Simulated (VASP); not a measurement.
# C (Cmmm) in VASP: further runs, part 2 of 2

VASP 6.6.1.

**5. Single point, PBEsol+D3(BJ) (atoms displaced along a vibrational mode, the cell strained)**

Input file INCAR:

```
PREC     = Accurate       # precision mode
ENCUT    = 520            # plane-wave cutoff, eV
EDIFF    = 1E-6           # SCF threshold, eV
ISMEAR   = 0              # smearing method
SIGMA    = 0.15           # smearing width, eV
LREAL    = False          # projectors in reciprocal space
LASPH    = True           # aspherical terms in the spheres
NELM     = 80             # most SCF steps
ALGO     = Normal         # electronic algorithm
ISIF     = 2              # what is computed and relaxed
LWAVE    = False          # write WAVECAR
LCHARG   = False          # write CHGCAR
GGA      = PS             # functional
IVDW     = 12             # dispersion correction
NBANDS   = 11             # bands
```

Input file KPOINTS:

```
regular mesh
0
Gamma
  21 21 12
```

Input file POSCAR:

```
C
1.0
    2.4780568104      0.0000000000      0.0000000000
   -1.2390284052      2.1460601498      0.0000000000
    0.0000000000      0.0000000000      3.5587769439
C
2
Direct
    0.3192382018      0.6384764037      0.0000000000
    0.6807617982      0.3615235963      0.0000000000
```

Potentials or basis: VASP PAW PBE potentials, release 64 (C).

On the command line:

```bash
$ cat potpaw_PBE.64/C/POTCAR > POTCAR
$ mpirun -np 1 vasp_std > vasp.out
```

OUTCAR:

```text
PREC = Accurate
   ENCUT = 520
   EDIFF = 1E-6
   ISMEAR = 0
   LREAL = False
   LASPH = True
   NELM = 80
   ISIF = 2
   GGA = PS
   IVDW = 12
 IVDW          = 12

 ion  position               nearest neighbor table
   1  0.319  0.638  0.000-   2 1.37   2 1.37   2 1.55
   2  0.681  0.362  0.000-   1 1.37   1 1.37   1 1.55

  LATTYP: Found a hexagonal cell.
 ALAT       =     2.4780568104
 C/A-ratio  =     1.4361159635

  Lattice vectors:

 A1 = (   2.4780568104,   0.0000000000,   0.0000000000)
 A2 = (  -1.2390284052,   2.1460601498,   0.0000000000)
 A3 = (   0.0000000000,   0.0000000000,   3.5587769439)

Analysis of symmetry for initial positions (statically):
=====================================================================
 Subroutine PRICEL returns:
 Original cell was already a primitive cell.

 Routine SETGRP: Setting up the symmetry group for a
 hexagonal supercell.

 Subroutine GETGRP returns: Found  8 space group operations
 (whereof  8 operations were pure point group operations)
 out of a pool of 24 trial point group operations.

The static configuration has the point symmetry D_2h.

Analysis of symmetry for dynamics (positions and initial velocities):
=====================================================================
 Subroutine PRICEL returns:
 Original cell was already a primitive cell.

 Routine SETGRP: Setting up the symmetry group for a
 hexagonal supercell.

 Subroutine GETGRP returns: Found  8 space group operations
 (whereof  8 operations were pure point group operations)
 out of a pool of 24 trial point group operations.

The dynamic configuration has the point symmetry D_2h.

 Subroutine INISYM returns: Found  8 space group operations
 (whereof  8 operations are pure point group operations),
 and found     1 'primitive' translations

----------------------------------------------------------------------------------------

                                     Primitive cell

  volume of cell :      18.9258

  direct lattice vectors                    reciprocal lattice vectors
     2.478056810  0.000000000  0.000000000     0.403541999  0.232985082  0.000000000
    -1.239028405  2.146060150  0.000000000     0.000000000  0.465970164  0.000000000
     0.000000000  0.000000000  3.558776944     0.000000000  0.000000000  0.280995414

  length of vectors
     2.478056810  2.478056810  3.558776944     0.465970164  0.465970164  0.280995414

  position of ions in fractional coordinates (direct lattice)
     0.319238202  0.638476404  0.000000000
     0.680761798  0.361523596  0.000000000

  ion indices of the primitive-cell ions
   primitive index   ion index
                 1           1
                 2           2

----------------------------------------------------------------------------------------

 KPOINTS: regular mesh

Automatic generation of k-mesh.
 Grid dimensions read from file:
 generate k-points for:   21   21   12

 Generating k-lattice:

  Cartesian coordinates                     Fractional coordinates (reciprocal lattice)
     0.019216286  0.011094528  0.000000000     0.047619048  0.000000000  0.000000000
     0.000000000  0.022189055  0.000000000     0.000000000  0.047619048  0.000000000
     0.000000000  0.000000000  0.023416284     0.000000000  0.000000000  0.083333333

  Length of vectors
     0.022189055  0.022189055  0.023416284

  Shift w.r.t. Gamma in fractional coordinates (k-lattice)
     0.000000000  0.000000000  0.000000000

 Subroutine IBZKPT returns following result:
 ===========================================

 Found    847 irreducible k-points:

 Following reciprocal coordinates:
            Coordinates               Weight
  0.000000  0.000000  0.000000      1.000000
  0.047619  0.000000  0.000000      4.000000
  0.000000  0.047619  0.000000      2.000000
  0.095238  0.000000  0.000000      4.000000
  0.000000  0.095238  0.000000      2.000000
  0.142857  0.000000  0.000000      4.000000
[... 16 lines left out ...]
 -0.095238  0.047619  0.000000      2.000000
  0.095238  0.047619  0.000000      4.000000
 [... further k-points ...]
   k-points           NKPTS =    847   k-points in BZ     NKDIM =    847   number of bands    NBANDS=     11
   number of dos      NEDOS =    301   number of ions     NIONS =      2
   total plane-waves  NPLWV =   9072
   dimension x,y,z NGX =    18 NGY =   18 NGZ =   28
   dimension x,y,z NGXF=    36 NGYF=   36 NGZF=   56
   ions per type =               2
   NGX,Y,Z   is equivalent  to a cutoff of  12.08, 12.08, 13.08 a.u.
   NGXF,Y,Z  is equivalent  to a cutoff of  24.15, 24.15, 26.16 a.u.
 SYSTEM =  unknown system
   PREC   = accura    normal or accurate (medium, high low for compatibility)
   ISTART =      0    job   : 0-new  1-cont  2-samecut
   ICHARG =      2    charge: 1-file 2-atom 10-const
   ISPIN  =      1    spin polarized calculation?
   LNONCOLLINEAR =      F non collinear calculations
   LSORBIT =      F    spin-orbit coupling
   LASPH  =      T    aspherical Exc in radial PAW
   ENCUT  =  520.0 eV  38.22 Ry    6.18 a.u.   4.61  4.61  6.62*2*pi/ulx,y,z
   NELM   =     80;   NELMIN=  2; NELMDL= -5     # of ELM steps
   EDIFF  = 0.1E-05   stopping-criterion for ELM
   LREAL  =      F    real-space projection
   EDIFFG = 0.1E-04   stopping-criterion for IOM
   NSW    =      0    number of steps for IOM
   IBRION =     -1    ionic relax: 0-MD 1-quasi-New 2-CG
   NFREE  =      0    steps in history (QN), initial steepest desc. (CG)
   ISIF   =      2    stress and relaxation
   ISYM   =      2    0-nonsym 1-usesym 2-fastsym
   POTIM  = 0.5000    time-step for ionic-motion
   TEBEG  =    0.0;   TEEND  =   0.0 temperature during run
   PSTRESS=    0.0 pullay stress
   NELECT =       8.0000    total number of electrons
   NUPDOWN=      -1.0000    fix difference up-down
   EMIN   =  10.00;   EMAX   =-10.00  energy-range for DOS
   EFERMI =   0.00;   METHOD = LEGACY
   ISMEAR =     0;   SIGMA  =   0.15  broadening in eV -4-tet -1-fermi 0-gaus
   EFERMI_NEDOS =   21; number of points for ismear=-14 and -15
   IALGO  =     38    algorithm
   IMIX   =      4    mixing-type and parameters
     AMIX     =   0.40;   BMIX     =  1.00
     AMIX_MAG =   1.60;   BMIX_MAG =  1.00
  volume/ion in A,a.u.               =       9.46        63.86
  Fermi-wavevector in a.u.,A,eV,Ry     =   1.228627  2.321769 20.538338  1.509525
  Thomas-Fermi vector in A             =   2.363546
   LORBIT       =      0    0 simple, 1 ext, 2 COOP (PROOUT), +10 PAW based schemes
   GGA     = PS    functional components
   LHFCALC =     F    Hartree Fock is set to
   AEXX    =    0.0000 exact exchange contribution
   IVDW    =    12    specifies the selected vdW correction
   LEPSILON=     F    determine dielectric tensor
   LRPA    =     F    only Hartree local field effects (RPA)
 non-spin polarized calculation
 Gauss-broadening in eV      SIGMA  =   0.15
  energy-cutoff  :      520.00
  volume of cell :       18.93
 maximum number of plane-waves:       522
   NGX =  9   NGY =  9   NGZ = 13

 number of electron       8.0000001 magnetization

 Free energy of the ion-electron system (eV)
  ---------------------------------------------------
  ext. energy  EPLUGINS =         0.00000000
  ---------------------------------------------------
  free energy    TOTEN  =       -18.92701040 eV

  energy without entropy =      -18.92662840  energy(sigma->0) =      -18.92681940

 E-fermi :   3.9352     XC(G=0): -10.0797

 val. band max:        3.9060551968   @ k =   0.3810   0.3333   0.1667
 cond. band min:       3.9528312870   @ k =   0.3810   0.3333   0.3333
 fundamental gap:      0.0467760901
 Fermi energy:         3.9351989085

 k-point     1 :       0.0000    0.0000    0.0000
  band No.  band energies     occupation
      1     -15.4486      2.00000
      2      -2.7827      2.00000
      3      -0.7175      2.00000
      4       2.9240      2.00000
      5       7.7370      0.00000
      6       9.8805      0.00000
      7      14.5571      0.00000
      8      15.5439      0.00000
      9      16.2417      0.00000
     10      25.5848      0.00000
     11      27.3353      0.00000
[... 309 lines left out ...]
 k-point    24 :       0.0952    0.0476    0.0000
  band No.  band energies     occupation
      1     -15.0768      2.00000
      2      -2.3583      2.00000
      3      -1.5361      2.00000
      4       1.4921      2.00000
      5       8.1785      0.00000
      6      10.7612      0.00000
      7      14.3979      0.00000
      8      15.2933      0.00000
      9      16.9867      0.00000
     10      26.4366      0.00000
     11      26.6431      0.00000

 [... further k-points ...]

------------------------ aborting loop because EDIFF is reached ----------------------------------------

 Edisp (eV)   -0.20706

 E8    (eV) :    -0.1006

  FORCE on cell =-STRESS in cart. coord.  units (eV):
  Direction    XX          YY          ZZ          XY          YZ          ZX
  --------------------------------------------------------------------------------------
  -------------------------------------------------------------------------------------
  Total       1.06681    -1.31105    -0.04721     0.00000     0.00000     0.00000
  in kB      90.31134  -110.98817    -3.99677     0.00000     0.00000     0.00000
  external pressure =       -8.22 kB  Pullay stress =        0.00 kB

 VOLUME and BASIS-vectors are now :
 -----------------------------------------------------------------------------
  energy-cutoff  :      520.00
  volume of cell :       18.93
      direct lattice vectors                 reciprocal lattice vectors
     2.478056810  0.000000000  0.000000000     0.403541999  0.232985082  0.000000000
    -1.239028405  2.146060150  0.000000000     0.000000000  0.465970164  0.000000000
     0.000000000  0.000000000  3.558776944     0.000000000  0.000000000  0.280995414

 POSITION                                       TOTAL-FORCE (eV/Angst)
 -----------------------------------------------------------------------------------
     -0.00000      1.37021      0.00000        -0.000000      5.339997      0.000000
      1.23903      0.77585      0.00000         0.000000     -5.339997      0.000000
 -----------------------------------------------------------------------------------
    total drift:                               -0.000000      0.000000      0.000000

  FREE ENERGIE OF THE ION-ELECTRON SYSTEM (eV)
  ---------------------------------------------------
  free  energy   TOTEN  =       -19.1340692018 eV

  energy  without entropy=      -19.1336872023  energy(sigma->0) =      -19.13387820
```

It took 3.8 min on 1 thread of Intel Xeon 8259CL, shared host; peak memory 0.25 GiB.

Results:

```
Free energy                : -19.1341 eV
Pressure                   : -0.8 GPa
Largest force              : 5.340 eV/Å
Band gap on the k mesh     : zero (bands 4 and 5 overlap by 0.44 eV)
Dispersion energy per atom : -0.104 eV
```

Forces in eV/Å, atoms in the order of the input:
```
C    0.000  5.340  0.000
C    0.000 -5.340  0.000
```

Levels at points of the mesh, in eV from the Fermi level:
```tsv
k point	band 2	band 3	band 4	band 5	band 6	band 7
(0.00, 0.00, 0.00)	-6.72	-4.65	-1.01	3.80	5.95	10.62
(0.00, 0.00, 0.50)	-8.21	-4.64	-0.97	5.99	9.14	10.71
```

Caveat: the cell differs from its parent crystal (atoms displaced along a vibrational mode, the cell strained); the stress differs along the axes, from -11 to 9 GPa; the PAW data sets were made with another functional, which shifts forces and pressure a little.

**6. Overview**

| cell | gap on the mesh (eV) | pressure (GPa) | largest force (eV/Å) |
| --- | --- | --- | --- |
| a = 2.458, b = 2.458, c = 3.529 Å, angles 90.0, 90.0, 120.0°, 2 atoms, atomic positions A | none | 3.7 | 4.84 |
| a = 2.458, b = 2.458, c = 3.529 Å, angles 90.0, 90.0, 120.0°, 2 atoms, atomic positions B | none | 3.2 | 3.97 |
| a = 2.478, b = 2.478, c = 3.559 Å, angles 90.0, 90.0, 120.0°, 2 atoms, atomic positions C | none | -5.3 | 2.00 |
| a = 2.478, b = 2.478, c = 3.559 Å, angles 90.0, 90.0, 120.0°, 2 atoms, atomic positions D | none | -0.8 | 5.34 |

Alike in all rows: task single point; level PBEsol+D3(BJ); potentials or basis VASP PAW PBE potentials, release 64 (C); no spin polarisation; k mesh 21 × 21 × 12; cutoff (eV) 520; smearing gaussian 0.15 eV.

Caveats: the PAW data sets were made with another functional, which shifts forces and pressure a little; the stress differs along the axes, from -4 to 16 GPa (at least some runs); the stress differs along the axes, from -3 to 13 GPa (at least some runs); the stress differs along the axes, from -11 to -0 GPa (at least some runs); the stress differs along the axes, from -11 to 9 GPa (at least some runs).

Total energies depend on the potentials used, so only differences within one code and one set of settings carry meaning.

The gap in the log of VASP goes by the Fermi energy; the results here count the filled bands.